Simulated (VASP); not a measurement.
# CoSn2 (I4/mcm) in VASP: further runs, part 3 of 3

VASP 6.6.1. The steps go on from the part before.

## Step 5: Single point, PBEsol (volume scaled by 0.91, then relaxed in part)

The input, INCAR:

```
PREC     = Accurate       # precision mode
ENCUT    = 520            # plane-wave cutoff, eV
EDIFF    = 1E-6           # SCF threshold, eV
ISMEAR   = 0              # smearing method
SIGMA    = 0.1            # smearing width, eV
LREAL    = F              # projectors in reciprocal space
LASPH    = T              # aspherical terms in the spheres
NELM     = 100            # most SCF steps
ALGO     = Fast           # electronic algorithm
ISIF     = 2              # what is computed and relaxed
LWAVE    = F              # write WAVECAR
LCHARG   = F              # write CHGCAR
GGA      = PS             # functional
NBANDS   = 46             # bands
```

The input, KPOINTS:

```
Automatic mesh
0
Gamma
  8 8 8
```

The input, POSCAR:

```
CoSn2
1.0
   -3.0452666594      3.0452666594      2.6106855695
    3.0452666594     -3.0452666594      2.6106855695
    3.0452666594      3.0452666594     -2.6106855695
Co Sn
2 4
Direct
    0.2500000000      0.2500000000      0.0000000000
    0.7500000000      0.7500000000      0.0000000000
    0.6654105132      0.1654105132      0.8308210263
    0.1654105132      0.3345894868      0.5000000000
    0.3345894868      0.8345894868      0.1691789737
    0.8345894868      0.6654105132      0.5000000000
```

Run with:

```sh
> cat potpaw_PBE.64/Co/POTCAR potpaw_PBE.64/Sn_d/POTCAR > POTCAR
> mpirun -np 1 vasp_std > vasp.out
```

It took 4.7 min on 1 thread of Intel Xeon Platinum 8488C (Sapphire Rapids), shared host; peak memory 0.37 GiB.

The run converged. Its results:

| Quantity | Value |
| --- | --- |
| Free energy | -32.9098 eV |
| Pressure | 14.1 GPa |
| Band gap on the k mesh | zero (band 37 reaches 13.54 eV, above the bottom of band 38 at 11.68 eV) |

Forces in eV/Å, atoms in the order of the input:
```
Co   0.000  0.000  0.000
Co   0.000  0.000  0.000
Sn   0.002  0.002  0.000
Sn  -0.002  0.002  0.000
Sn  -0.002 -0.002  0.000
Sn   0.002 -0.002  0.000
```

Levels at points of the mesh, in eV from the Fermi level:
```tsv
k point	band 35	band 36	band 37	band 38	band 39	band 40
(0.00, 0.00, 0.00)	-1.34	-1.18	-0.68	-0.68	0.52	0.60
(0.50, 0.00, 0.00)	-0.83	-0.83	0.24	0.24	2.35	2.35
(0.50, 0.50, 0.00)	-1.21	-0.81	-0.67	0.84	1.01	1.84
(0.50, 0.50, 0.50)	-0.80	0.29	0.63	1.77	2.77	2.77
```

Caveat: the PAW data sets were made with another functional, which shifts forces and pressure a little; spin-orbit coupling is left out, which moves the levels of the heavy elements. Spin polarisation is off, so any magnetic state and its effect on volume and gap are missing.

## Step 6: Single point, PBEsol (volume scaled by 0.94, then relaxed in part)

The input, INCAR:

```
SYSTEM = CoSn2
  PREC = Accurate
  ENCUT = 520
  EDIFF = 1E-6
  ISMEAR = 0
  SIGMA = 0.1
  LREAL = .False.
  LASPH = .True.
  NELM = 80
  ALGO = Fast
  ISIF = 2
  LWAVE = .False.
  LCHARG = .True.
  GGA = PS
  LELF = .True.
  LVHAR = .True.
  NBANDS = 46
```

The input, KPOINTS:

```
regular mesh
0
Gamma
  8 8 8
  0 0 0
```

The input, POSCAR:

```
CoSn2
1.0
   -3.0774923266      3.0774923266      2.6405702614
    3.0774923266     -3.0774923266      2.6405702614
    3.0774923266      3.0774923266     -2.6405702614
Co Sn
2 4
Direct
    0.2500000000      0.2500000000      0.0000000000
    0.7500000000      0.7500000000      0.0000000000
    0.6656961369      0.1656961369      0.8313922738
    0.1656961369      0.3343038631      0.5000000000
    0.3343038631      0.8343038631      0.1686077262
    0.8343038631      0.6656961369      0.5000000000
```

Potentials or basis: VASP PAW PBE potentials, release 64 (Co, Sn_d).

Run with:

```sh
> cat potpaw_PBE.64/Co/POTCAR potpaw_PBE.64/Sn_d/POTCAR > POTCAR
> mpirun -np 1 vasp_std > vasp.out
```

OUTCAR:

```text
SYSTEM = CoSn2
   PREC = Accurate
   ENCUT = 520
   EDIFF = 1E-6
   ISMEAR = 0
   LREAL = .False.
   LASPH = .True.
   NELM = 80
   ISIF = 2
   GGA = PS

 ion  position               nearest neighbor table
   1  0.250  0.250  0.000-   2 2.64   2 2.64   3 2.65   5 2.65   4 2.65   6 2.65   6 2.65   4 2.65
                             3 2.65   5 2.65
   2  0.750  0.750  0.000-   1 2.64   1 2.64   3 2.65   5 2.65   6 2.65   4 2.65   4 2.65   6 2.65
                             5 2.65   3 2.65
   3  0.666  0.166  0.831-   1 2.65   2 2.65   1 2.65   2 2.65   5 2.88   5 3.02   5 3.02   6 3.25
                             4 3.25   4 3.25   6 3.25   6 3.34   4 3.34   4 3.34   6 3.34
   4  0.166  0.334  0.500-   2 2.65   1 2.65   1 2.65   2 2.65   6 2.88   6 3.02   6 3.02   3 3.25
                             5 3.25   5 3.25   3 3.25   3 3.34   5 3.34   3 3.34   5 3.34
   5  0.334  0.834  0.169-   1 2.65   2 2.65   1 2.65   2 2.65   3 2.88   3 3.02   3 3.02   6 3.25
                             4 3.25   6 3.25   4 3.25   4 3.34   6 3.34   6 3.34   4 3.34
   6  0.834  0.666  0.500-   1 2.65   2 2.65   2 2.65   1 2.65   4 2.88   4 3.02   4 3.02   5 3.25
                             3 3.25   3 3.25   5 3.25   5 3.34   3 3.34   3 3.34   5 3.34

  LATTYP: Found a body centered tetragonal cell.
 ALAT       =     6.1549846532
 C/A-ratio  =     0.8580265948

  Lattice vectors:
[... 192 lines left out ...]

 val. band max:       11.8287347809   @ k =  -0.2500   0.2500   0.1250
 cond. band min:      11.8501392987   @ k =   0.2500   0.1250   0.1250
 fundamental gap:      0.0214045178
 Fermi energy:        11.8322700194

 k-point     1 :       0.0000    0.0000    0.0000
  band No.  band energies     occupation
      1      -9.7606      2.00000
      2      -9.7404      2.00000
      3      -9.7052      2.00000
      4      -9.7052      2.00000
      5      -9.7005      2.00000
      6      -9.6992      2.00000
[... 1165 lines left out ...]
     45      16.3465      0.00000
     46      16.3465      0.00000

 [... further k-points ...]
[... 5 lines left out ...]
  --------------------------------------------------------------------------------------
  -------------------------------------------------------------------------------------
  Total        5.3558710      5.3558710      5.3767457      0.0000000      0.0000000      0.0000000
  in kB       85.7805877     85.7805877     86.1149203      0.0000000      0.0000000      0.0000000
  external PRESSURE =      85.8920319 kB  Pullay stress =       0.0000000 kB

 VOLUME and BASIS-vectors are now :
 -----------------------------------------------------------------------------
  energy-cutoff  :      520.00
  volume of cell :      100.03
      direct lattice vectors                 reciprocal lattice vectors
    -3.077492327  3.077492327  2.640570261     0.000000000  0.162469942  0.189353038
     3.077492327 -3.077492327  2.640570261     0.162469942  0.000000000  0.189353038
     3.077492327  3.077492327 -2.640570261     0.162469942  0.162469942  0.000000000

 POSITION                                       TOTAL-FORCE (eV/Angst)
 -----------------------------------------------------------------------------------
      0.00000      0.00000      1.32029        -0.000000     -0.000000      0.000000
      0.00000      0.00000      3.96086        -0.000000     -0.000000      0.000000
      1.01986      4.09735      0.00000         0.002385      0.002385      0.000000
      2.05764      1.01986      0.00000        -0.002385      0.002385     -0.000000
      2.05764     -1.01986      2.64057        -0.002385     -0.002385     -0.000000
      1.01986      2.05764      2.64057         0.002385     -0.002385      0.000000
 -----------------------------------------------------------------------------------
    total drift:                                0.000000     -0.000000      0.000000

  FREE ENERGIE OF THE ION-ELECTRON SYSTEM (eV)
  ---------------------------------------------------
  free  energy   TOTEN  =       -33.1357480047 eV

  energy  without entropy=      -33.1211996740  energy(sigma->0) =      -33.12847384
```

OSZICAR:

```text
N       E                     dE             d eps       ncg     rms          rms(c)
DAV:   1     0.781208497423E+03    0.78121E+03   -0.34635E+04  5548   0.277E+03
DAV:   2     0.918048970926E+02   -0.68940E+03   -0.67206E+03  5428   0.667E+02
DAV:   3    -0.283127726266E+02   -0.12012E+03   -0.11686E+03  5614   0.236E+02
DAV:   4    -0.349482799305E+02   -0.66355E+01   -0.65615E+01  6240   0.620E+01
DAV:   5    -0.351276869954E+02   -0.17941E+00   -0.17933E+00  7080   0.983E+00    0.145E+01
RMM:   6    -0.407048033331E+02   -0.55771E+01   -0.35788E+01  6015   0.349E+01    0.224E+01
RMM:   7    -0.332762819427E+02    0.74285E+01   -0.10620E+01  5891   0.207E+01    0.352E+00
RMM:   8    -0.331439813423E+02    0.13230E+00   -0.76688E-01  6320   0.468E+00    0.126E+00
RMM:   9    -0.331353297826E+02    0.86516E-02   -0.14263E-01  6759   0.183E+00    0.291E-01
RMM:  10    -0.331351167377E+02    0.21304E-03   -0.27208E-02  7818   0.113E+00    0.151E-01
RMM:  11    -0.331356857619E+02   -0.56902E-03   -0.74826E-03  9526   0.463E-01    0.138E-01
RMM:  12    -0.331357590347E+02   -0.73273E-04   -0.10340E-03  8629   0.186E-01    0.490E-02
RMM:  13    -0.331357354228E+02    0.23612E-04   -0.39336E-04  9227   0.937E-02    0.631E-03
RMM:  14    -0.331357454782E+02   -0.10055E-04   -0.10484E-04  8919   0.451E-02    0.900E-03
RMM:  15    -0.331357475183E+02   -0.20401E-05   -0.20712E-05  6876   0.232E-02    0.124E-02
RMM:  16    -0.331357480047E+02   -0.48640E-06   -0.77793E-06  4601   0.126E-02
   1 F= -.33135748E+02 E0= -.33128474E+02  d E =-.145483E-01
```

Wall time 4.3 min (1 thread of Intel Xeon Platinum 8488C (Sapphire Rapids), shared host); peak memory 0.38 GiB.

What came out:

```
Free energy            : -33.1357 eV
Pressure               : 8.6 GPa
Largest force          : 0.003 eV/Å
Band gap on the k mesh : zero (band 37 reaches 12.99 eV, above the bottom of band 38 at 11.18 eV)
```

Forces in eV/Å, atoms in the order of the input:
```
Co   0.000  0.000  0.000
Co   0.000  0.000  0.000
Sn   0.002  0.002  0.000
Sn  -0.002  0.002  0.000
Sn  -0.002 -0.002  0.000
Sn   0.002 -0.002  0.000
```

Caveat: the PAW data sets were made with another functional, which shifts forces and pressure a little; spin-orbit coupling is left out, which moves the levels of the heavy elements.

## Step 7: Summary

```csv
cell,gap on the mesh (eV),pressure (GPa)
"a = 5.196 Å, angles 105.6, 105.6, 117.4°, 6 atoms",none,0.0
"a = 4.980 Å, angles 105.6, 105.6, 117.6°, 6 atoms",none,20.8
"a = 5.036 Å, angles 105.6, 105.6, 117.6°, 6 atoms",none,14.1
"a = 5.091 Å, angles 105.6, 105.6, 117.5°, 6 atoms",none,8.6
```

Alike in all rows: task single point; level PBEsol; potentials or basis VASP PAW PBE potentials, release 64 (Co, Sn_d); no spin polarisation; k mesh 8 × 8 × 8; cutoff (eV) 520; smearing gaussian 0.1 eV.

Caveats: the PAW data sets were made with another functional, which shifts forces and pressure a little; spin-orbit coupling is left out, which moves the levels of the heavy elements.

Total energies depend on the potentials used, so only differences within one code and one set of settings carry meaning.
